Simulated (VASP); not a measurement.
Input of a VASP 6.6.1 run:

INCAR

```
SYSTEM = AlO4
PREC = Accurate
ENCUT = 520
EDIFF = 1E-6
ISMEAR = 0
SIGMA = 0.1
LREAL = .FALSE.
LASPH = .TRUE.
NELM = 150
ALGO = Normal
ISIF = 2
LWAVE = .FALSE.
LCHARG = .FALSE.
ISPIN = 2
MAGMOM = 0 0.49 0.49 0.49 0.49
LORBIT = 11
GGA = PE
NBANDS = 26
```

The input KPOINTS:

```
Automatic mesh
0
G
  6 6 6
  0 0 0
```

The input POSCAR:

```
AlO4
1.0
    4.0992188706      0.0000000000      0.0000000000
   -2.0496094353      3.5500276776      0.0000000000
    0.0000000000      0.0000000000      3.6125980301
Al O
1 4
Direct
    0.0000000000      0.0000000000      0.5000000000
    0.5000000000      0.0000000000      0.5000000000
    0.0000000000      0.5000000000      0.5000000000
    0.5000000000      0.5000000000      0.5000000000
    0.0000000000      0.0000000000      0.0000000000
```

Potentials or basis: VASP PAW PBE potentials, release 64 (Al, O).

Command:

```sh
$ cat potpaw_PBE.64/Al/POTCAR potpaw_PBE.64/O/POTCAR > POTCAR
$ mpirun -np 1 vasp_std > vasp.out
```

(1) Estimate the pressure.

(2) What does it give for the site moments?

(3) Predict the net moment.

## Answers

(1) 0.1 GPa.

(2) Al -0.02; O +0.34, +0.65 (each value once) μB.

(3) 1.93 μB per cell.
